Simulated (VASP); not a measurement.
Input of a VASP 6.6.1 run:

The input INCAR:

```
SYSTEM = Ti
ALGO = Fast
EDIFF = 1E-6
ENCUT = 520
GGA = PS
ISIF = 2
ISMEAR = 0
LASPH = .True.
LCHARG = .False.
LREAL = .False.
LWAVE = .False.
NBANDS = 19
NELM = 100
PREC = Accurate
SIGMA = 0.15
```

Contents of KPOINTS:

```
k-points
0
Gamma
  24 24 14
  0 0 0
```

File POSCAR:

```
Ti
1.0
    3.1324700163      0.0000000000      0.0000000000
   -1.5662350081      2.7127986108      0.0000000000
    0.0000000000      0.0000000000      4.7746300647
Ti
2
Direct
    0.3333333333      0.6666666667      0.2500000000
    0.6666666667      0.3333333333      0.7500000000
```

Potentials or basis: VASP PAW PBE potentials, release 64 (Ti_sv).

Run with:

```bash
$ cat potpaw_PBE.64/Ti_sv/POTCAR > POTCAR
$ mpirun -np 1 vasp_std > vasp.out
```

(1) Estimate the band gap on the k mesh.

(2) Predict the pressure.

Answers

(1) zero (band 12 reaches 7.34 eV, above the bottom of band 13 at 6.35 eV).

(2) -16.1 GPa.

Caveat: the cell differs from its parent crystal (strain +0.080 along x and y, +0.040 along z); the PAW data sets were made with another functional, which shifts forces and pressure a little.
